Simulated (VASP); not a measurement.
# Bi2Te3 in VASP: a series of runs

Aim: see how the results for Bi2Te3 move with the level of theory and the settings. Levels: LDA, LAK. Tasks: single point.

Program: VASP 6.6.1. These are calculated values, not measurements. Logs are shortened: lines on timing, memory, paths and dates and some standing lists are left out, and cuts for length are marked.

## (1) The cell of the first run

Symmetry: R-3m, No. 166, trigonal system. The conventional cell has a = 4.386 Å, b = 4.386 Å, c = 30.497 Å, α = 90.00°, β = 90.00°, γ = 120.00°. Within 4.0 Å of Bi (site symmetry 3m) lie 6 Te at 3.07 to 3.25 Å. Te (site symmetry 3m) has 3 Bi at 3.07 Å and 3 Te at 3.64 Å within 4.0 Å. Within 4.6 Å of Te (site symmetry -3m) lie 6 Bi at 3.25 Å and 12 Te at 4.39 to 4.55 Å.

## (2) Single point, LDA

Input file INCAR:

```
  ALGO = Normal
  EDIFF = 1E-7
  ENCUT = 520
  GGA = CA
  ISIF = 2
  ISMEAR = -1
  LASPH = T
  LCHARG = F
  LREAL = F
  LWAVE = F
  NBANDS = 32
  NELM = 60
  PREC = Accurate
  SIGMA = 0.05
```

Input file KPOINTS:

```
k-points
0
Gamma
  7 7 7
```

Input file POSCAR:

```
Bi2Te3
1.0
    2.1930000000      1.2661291403     10.1656666667
   -2.1930000000      1.2661291403     10.1656666667
    0.0000000000     -2.5322582807     10.1656666667
Bi Te
2 3
Direct
    0.6000000000      0.6000000000      0.6000000000
    0.4000000000      0.4000000000      0.4000000000
    0.7905000000      0.7905000000      0.7905000000
    0.2095000000      0.2095000000      0.2095000000
    0.0000000000      0.0000000000      0.0000000000
```

Potentials or basis: VASP PAW LDA potentials, release 64 (Bi_d, Te).

Started as:

```console
cat potpaw_LDA.64/Bi_d/POTCAR potpaw_LDA.64/Te/POTCAR > POTCAR
mpirun -np 1 vasp_std > vasp.out
```

OUTCAR:

```text
EDIFF = 1E-7
   ENCUT = 520
   GGA = CA
   ISIF = 2
   ISMEAR = -1
   LASPH = T
   LREAL = F
   NELM = 60
   PREC = Accurate

 ion  position               nearest neighbor table
   1  0.600  0.600  0.600-   4 3.07   4 3.07   4 3.07   5 3.25   5 3.25   5 3.25
   2  0.400  0.400  0.400-   3 3.07   3 3.07   3 3.07   5 3.25   5 3.25   5 3.25
   3  0.791  0.791  0.791-   2 3.07   2 3.07   2 3.07   4 3.64   4 3.64   4 3.64
   4  0.209  0.209  0.209-   1 3.07   1 3.07   1 3.07   3 3.64   3 3.64   3 3.64
   5  0.000  0.000  0.000-   1 3.25   2 3.25   1 3.25   1 3.25   2 3.25   2 3.25

  LATTYP: Found a trigonal (rhomboedric) cell.
 ALAT       =    10.4763118882
 COS(alpha) =     0.9123624111

  Lattice vectors:

 A1 = (   2.1930000000,   1.2661291403,  10.1656666667)
 A2 = (  -2.1930000000,   1.2661291403,  10.1656666667)
 A3 = (   0.0000000000,  -2.5322582807,  10.1656666667)

Analysis of symmetry for initial positions (statically):
=====================================================================
 Subroutine PRICEL returns:
 Original cell was already a primitive cell.

 Routine SETGRP: Setting up the symmetry group for a
 trigonal (rhombohedral) supercell.

 Subroutine GETGRP returns: Found 12 space group operations
 (whereof 12 operations were pure point group operations)
 out of a pool of 12 trial point group operations.

The static configuration has the point symmetry D_3d.

Analysis of symmetry for dynamics (positions and initial velocities):
=====================================================================
 Subroutine PRICEL returns:
 Original cell was already a primitive cell.

 Routine SETGRP: Setting up the symmetry group for a
 trigonal (rhombohedral) supercell.

 Subroutine GETGRP returns: Found 12 space group operations
 (whereof 12 operations were pure point group operations)
 out of a pool of 12 trial point group operations.

The dynamic configuration has the point symmetry D_3d.

 Subroutine INISYM returns: Found 12 space group operations
 (whereof 12 operations are pure point group operations),
 and found     1 'primitive' translations

----------------------------------------------------------------------------------------

                                     Primitive cell

  volume of cell :     169.3572

  direct lattice vectors                    reciprocal lattice vectors
     2.193000000  1.266129140 10.165666667     0.227998176  0.131634808  0.032790111
    -2.193000000  1.266129140 10.165666667    -0.227998176  0.131634808  0.032790111
     0.000000000 -2.532258281 10.165666667     0.000000000 -0.263269617  0.032790111

  length of vectors
    10.476311888 10.476311888 10.476311888     0.265303755  0.265303755  0.265303755

  position of ions in fractional coordinates (direct lattice)
     0.600000000  0.600000000  0.600000000
     0.400000000  0.400000000  0.400000000
     0.790500000  0.790500000  0.790500000
     0.209500000  0.209500000  0.209500000
     0.000000000  0.000000000  0.000000000

  ion indices of the primitive-cell ions
   primitive index   ion index
                 1           1
                 2           2
                 3           3
                 4           4
                 5           5

----------------------------------------------------------------------------------------

 KPOINTS: k-points

Automatic generation of k-mesh.
 Grid dimensions read from file:
 generate k-points for:    7    7    7

 Generating k-lattice:

  Cartesian coordinates                     Fractional coordinates (reciprocal lattice)
     0.032571168  0.018804973  0.004684302     0.142857143  0.000000000  0.000000000
    -0.032571168  0.018804973  0.004684302     0.000000000  0.142857143  0.000000000
     0.000000000 -0.037609945  0.004684302     0.000000000  0.000000000  0.142857143

  Length of vectors
     0.037900536  0.037900536  0.037900536

  Shift w.r.t. Gamma in fractional coordinates (k-lattice)
     0.000000000  0.000000000  0.000000000

 Subroutine IBZKPT returns following result:
 ===========================================

 Found     44 irreducible k-points:

 Following reciprocal coordinates:
            Coordinates               Weight
  0.000000  0.000000  0.000000      1.000000
  0.142857  0.000000  0.000000      6.000000
  0.285714  0.000000  0.000000      6.000000
  0.428571  0.000000  0.000000      6.000000
  0.142857  0.142857  0.000000      6.000000
  0.285714  0.142857  0.000000     12.000000
[... 16 lines left out ...]
  0.285714  0.285714  0.142857      6.000000
  0.428571  0.285714  0.142857     12.000000
 [... further k-points ...]
   k-points           NKPTS =     44   k-points in BZ     NKDIM =     44   number of bands    NBANDS=     32
   number of dos      NEDOS =    301   number of ions     NIONS =      5
   total plane-waves  NPLWV = 512000
   dimension x,y,z NGX =    80 NGY =   80 NGZ =   80
   dimension x,y,z NGXF=   160 NGYF=  160 NGZF=  160
   ions per type =               2   3
   NGX,Y,Z   is equivalent  to a cutoff of  12.69, 12.69, 12.69 a.u.
   NGXF,Y,Z  is equivalent  to a cutoff of  25.39, 25.39, 25.39 a.u.
 SYSTEM =  unknown system
   PREC   = accura    normal or accurate (medium, high low for compatibility)
   ISTART =      0    job   : 0-new  1-cont  2-samecut
   ICHARG =      2    charge: 1-file 2-atom 10-const
   ISPIN  =      1    spin polarized calculation?
   LNONCOLLINEAR =      F non collinear calculations
   LSORBIT =      F    spin-orbit coupling
   LASPH  =      T    aspherical Exc in radial PAW
   ENCUT  =  520.0 eV  38.22 Ry    6.18 a.u.  19.48 19.48 19.48*2*pi/ulx,y,z
   NELM   =     60;   NELMIN=  2; NELMDL= -5     # of ELM steps
   EDIFF  = 0.1E-06   stopping-criterion for ELM
   LREAL  =      F    real-space projection
   EDIFFG = 0.1E-05   stopping-criterion for IOM
   NSW    =      0    number of steps for IOM
   IBRION =     -1    ionic relax: 0-MD 1-quasi-New 2-CG
   NFREE  =      0    steps in history (QN), initial steepest desc. (CG)
   ISIF   =      2    stress and relaxation
   ISYM   =      2    0-nonsym 1-usesym 2-fastsym
   POTIM  = 0.5000    time-step for ionic-motion
   TEBEG  =    0.0;   TEEND  =   0.0 temperature during run
   PSTRESS=    0.0 pullay stress
   NELECT =      48.0000    total number of electrons
   NUPDOWN=      -1.0000    fix difference up-down
   EMIN   =  10.00;   EMAX   =-10.00  energy-range for DOS
   EFERMI =   0.00;   METHOD = LEGACY
   ISMEAR =    -1;   SIGMA  =   0.05  broadening in eV -4-tet -1-fermi 0-gaus
   EFERMI_NEDOS =   21; number of points for ismear=-14 and -15
   IALGO  =     38    algorithm
   IMIX   =      4    mixing-type and parameters
     AMIX     =   0.40;   BMIX     =  1.00
     AMIX_MAG =   1.60;   BMIX_MAG =  1.00
  volume/ion in A,a.u.               =      33.87       228.58
  Fermi-wavevector in a.u.,A,eV,Ry     =   1.075360  2.032136 15.733774  1.156400
  Thomas-Fermi vector in A             =   2.211215
   LORBIT       =      0    0 simple, 1 ext, 2 COOP (PROOUT), +10 PAW based schemes
   GGA     = CA    functional components
   LHFCALC =     F    Hartree Fock is set to
   AEXX    =    0.0000 exact exchange contribution
   IVDW    =     0    specifies the selected vdW correction
   LEPSILON=     F    determine dielectric tensor
   LRPA    =     F    only Hartree local field effects (RPA)
 non-spin polarized calculation
  energy-cutoff  :      520.00
  volume of cell :      169.36
 maximum number of plane-waves:      4577
 NGX is ok and might be reduce to    80
   NGX = 39   NGY = 39   NGZ = 39

 number of electron      48.0000004 magnetization

 Free energy of the ion-electron system (eV)
  ---------------------------------------------------
  ext. energy  EPLUGINS =         0.00000000
  ---------------------------------------------------
  free energy    TOTEN  =       -21.57738849 eV

  energy without entropy =      -21.57709218  energy(sigma->0) =      -21.57724034

 E-fermi :   6.1291     XC(G=0):  -9.5807

 val. band max:        6.0281684444   @ k =   0.0000   0.0000   0.0000
 cond. band min:       6.2245149133   @ k =   0.0000   0.0000   0.0000
 fundamental gap:      0.1963464689
 Fermi energy:         6.1290954116

 k-point     1 :       0.0000    0.0000    0.0000
  band No.  band energies     occupation
      1     -17.1097      2.00000
      2     -17.1097      2.00000
      3     -17.1082      2.00000
      4     -17.1082      2.00000
      5     -17.0974      2.00000
      6     -17.0960      2.00000
[... 24 lines left out ...]
     31      10.8175      0.00000
     32      11.2939      0.00000

 k-point     2 :       0.1429    0.0000    0.0000
  band No.  band energies     occupation
      1     -17.1115      2.00000
      2     -17.1097      2.00000
      3     -17.1079      2.00000
      4     -17.1064      2.00000
      5     -17.0964      2.00000
      6     -17.0952      2.00000
[... 24 lines left out ...]
     31      10.2900      0.00000
     32      10.9362      0.00000

 k-point     3 :       0.2857    0.0000    0.0000
  band No.  band energies     occupation
      1     -17.1161      2.00000
      2     -17.1137      2.00000
      3     -17.1053      2.00000
      4     -17.1035      2.00000
      5     -17.0981      2.00000
      6     -17.0960      2.00000
[... 24 lines left out ...]
     31      10.0283      0.00000
     32      11.4454      0.00000

 k-point     4 :       0.4286    0.0000    0.0000
  band No.  band energies     occupation
      1     -17.1200      2.00000
      2     -17.1171      2.00000
      3     -17.1046      2.00000
      4     -17.1021      2.00000
      5     -17.0996      2.00000
      6     -17.0975      2.00000
[... 24 lines left out ...]
     31       9.7522      0.00000
     32      10.7873      0.00000

 k-point     5 :       0.1429    0.1429    0.0000
  band No.  band energies     occupation
      1     -17.1115      2.00000
      2     -17.1097      2.00000
      3     -17.1079      2.00000
      4     -17.1064      2.00000
      5     -17.0964      2.00000
      6     -17.0951      2.00000
[... 584 lines left out ...]
     31       9.5568      0.00000
     32      10.9612      0.00000

 k-point    22 :      -0.1429    0.1429    0.1429
  band No.  band energies     occupation
      1     -17.1161      2.00000
      2     -17.1137      2.00000
      3     -17.1054      2.00000
      4     -17.1035      2.00000
      5     -17.0981      2.00000
      6     -17.0960      2.00000
[... 24 lines left out ...]
     31       9.7120      0.00000
     32      11.6335      0.00000

 k-point    23 :       0.2857    0.2857    0.1429
  band No.  band energies     occupation
      1     -17.1115      2.00000
      2     -17.1097      2.00000
      3     -17.1079      2.00000
      4     -17.1064      2.00000
      5     -17.0964      2.00000
      6     -17.0951      2.00000
[... 24 lines left out ...]
     31      10.5905      0.00000
     32      10.8967      0.00000

 k-point    24 :       0.4286    0.2857    0.1429
  band No.  band energies     occupation
      1     -17.1136      2.00000
      2     -17.1121      2.00000
      3     -17.1058      2.00000
      4     -17.1057      2.00000
      5     -17.0961      2.00000
      6     -17.0957      2.00000
[... 24 lines left out ...]
     31      10.4161      0.00000
     32      10.4678      0.00000

 [... further k-points ...]

------------------------ aborting loop because EDIFF is reached ----------------------------------------

  FORCE on cell =-STRESS in cart. coord.  units (eV):
  Direction    XX          YY          ZZ          XY          YZ          ZX
  --------------------------------------------------------------------------------------
  -------------------------------------------------------------------------------------
  Total       -1.5893430     -1.5893430     -2.0739260      0.0000000      0.0000000      0.0000000
  in kB      -15.0357286    -15.0357286    -19.6200486      0.0000000      0.0000000      0.0000000
  external PRESSURE =     -16.5638353 kB  Pullay stress =       0.0000000 kB

 VOLUME and BASIS-vectors are now :
 -----------------------------------------------------------------------------
  energy-cutoff  :      520.00
  volume of cell :      169.36
      direct lattice vectors                 reciprocal lattice vectors
     2.193000000  1.266129140 10.165666667     0.227998176  0.131634808  0.032790111
    -2.193000000  1.266129140 10.165666667    -0.227998176  0.131634808  0.032790111
     0.000000000 -2.532258281 10.165666667     0.000000000 -0.263269617  0.032790111

 POSITION                                       TOTAL-FORCE (eV/Angst)
 -----------------------------------------------------------------------------------
      0.00000     -0.00000     18.29820         0.000000      0.000000     -0.058856
      0.00000     -0.00000     12.19880         0.000000     -0.000000      0.058856
      0.00000     -0.00000     24.10788         0.000000      0.000000     -0.154568
      0.00000     -0.00000      6.38912         0.000000     -0.000000      0.154568
      0.00000      0.00000      0.00000         0.000000      0.000000     -0.000000
 -----------------------------------------------------------------------------------
    total drift:                               -0.000000     -0.000000     -0.000000

  FREE ENERGIE OF THE ION-ELECTRON SYSTEM (eV)
  ---------------------------------------------------
  free  energy   TOTEN  =       -21.5773884931 eV

  energy  without entropy=      -21.5770921791  energy(sigma->0) =      -21.57724034
```

Wall time 28 min (1 thread of Intel Xeon 8259CL, shared host); peak memory 0.77 GiB.

Results:

```yaml
Free_energy: -21.5774 eV
Pressure: -1.7 GPa
Largest_force: 0.155 eV/Å
Band_gap_on_the_k_mesh: 0.20 eV
```

Forces on the atoms (eV/Å):
```
Bi   0.000  0.000 -0.059
Bi   0.000  0.000  0.059
Te   0.000  0.000 -0.155
Te   0.000  0.000  0.155
Te   0.000  0.000  0.000
```

Caveat: spin-orbit coupling is left out, which moves the levels of the heavy elements; an odd mesh through Γ misses points on the zone boundary, where band edges can lie.

## (3) Single point, LAK (last atom moved by 0.08 Å along z, cell strained by +1.5% along z)

Input file INCAR:

```
METAGGA  = LAK            # meta-GGA
ISMEAR   = 0              # smearing method
SIGMA    = 0.03           # smearing width, eV
LWAVE    = F              # write WAVECAR
LCHARG   = F              # write CHGCAR
ISIF     = 2              # what is computed and relaxed
PREC     = Accurate       # precision mode
LASPH    = T              # aspherical terms in the spheres
LREAL    = F              # projectors in reciprocal space
ALGO     = Normal         # electronic algorithm
EDIFF    = 1E-6           # SCF threshold, eV
NELM     = 120            # most SCF steps
GGA_COMPAT= F            
ENCUT    = 640            # plane-wave cutoff, eV
EFERMI   = MIDGAP       
LMIXTAU  = T            
KPAR     = 8            
NBANDS   = 37             # bands
```

Input file KPOINTS:

```
Automatic mesh
0
Gamma
  9 9 9
  0 0 0
```

Input file POSCAR:

```
Bi2Te3
1.0
    2.1930000000      1.2661291403     10.3181516667
   -2.1930000000      1.2661291403     10.3181516667
    0.0000000000     -2.5322582807     10.3181516667
Bi Te
2 3
Direct
    0.6000000000      0.6000000000      0.6000000000
    0.4000000000      0.4000000000      0.4000000000
    0.7905000000      0.7905000000      0.7905000000
    0.2095000000      0.2095000000      0.2095000000
    0.0026232100      0.0026232100      0.0026232100
```

Potentials or basis: VASP PAW PBE potentials, release 64 (Bi_d, Te).

Started as:

```console
cat potpaw_PBE.64/Bi_d/POTCAR potpaw_PBE.64/Te/POTCAR > POTCAR
mpirun -np 8 vasp_std > vasp.out
```

Run time: 59 min. Hardware: 8 MPI ranks of Intel Xeon Platinum 8488C (Sapphire Rapids), shared host; peak memory 1.9 GiB.

Results (log left out):

```
Free energy            : 199.2334 eV
Pressure               : 3.9 GPa
Largest force          : 0.343 eV/Å
Band gap on the k mesh : 0.68 eV
```

Forces in eV/Å, atoms in the order of the input:
```
Bi   0.000  0.000 -0.114
Bi   0.000  0.000  0.307
Te   0.000  0.000 -0.148
Te   0.000  0.000  0.298
Te   0.000  0.000 -0.343
```

Stress tensor (GPa, compression positive):
```
4.21 0.00 0.00
0.00 4.21 0.00
0.00 0.00 3.42
```

Levels at points of the mesh, in eV from the valence-band top:
| k point | band 20 | band 21 | band 22 | band 23 | band 24 | band 25 | band 26 | band 27 | band 28 | band 29 |
| --- | --- | --- | --- | --- | --- | --- | --- | --- | --- | --- |
| (0.00, 0.00, 0.00) | -1.90 | -1.90 | -0.99 | -0.99 | 0.00 | 0.68 | 0.71 | 0.71 | 2.18 | 2.18 |

Caveat: the cell differs from its parent crystal (last atom moved by 0.08 Å along z, cell strained by +1.5% along z); the cell stands under pressure; the PAW data sets were made with another functional, which shifts forces and pressure a little; spin-orbit coupling is left out, which moves the levels of the heavy elements; an odd mesh through Γ misses points on the zone boundary, where band edges can lie.
